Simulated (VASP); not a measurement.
Crystal: AlNi.

```
CELL_PARAMETERS angstrom
2.88100 0.00000 0.00000
0.00000 2.88100 0.00000
0.00000 0.00000 2.88100
ATOMIC_POSITIONS crystal
Al 0.00000 0.00000 0.00000
Ni 0.50000 0.50000 0.50000
```

Base run:

* Program: VASP 6.6.1
* Functional: PBEsol
* Potentials or basis: VASP PAW PBE potentials, release 64 (Al, Ni)
* Cutoff: 520 eV
* k mesh: 9 × 9 × 9
* Occupations: fermi-dirac, width 0.1 eV
* Spin: collinear spin, ferromagnetic start
* Starting moments: [0.0, 1.0] μB

Its results: pressure -3.1 GPa; net moment 0.00 μB per cell.

Question: After a change of settings the same cell gave: pressure 5.8 GPa; net moment 0.00 μB per cell. Which change was it?
A. functional from PBEsol to BLYP
B. functional from PBEsol to PBE
C. functional from PBEsol to RPBE

Answer: C.

RPBE binds less tightly than PBEsol, so the same cell stands under more pressure.

Caveats: the PAW data sets were made with another functional, which shifts forces and pressure a little.
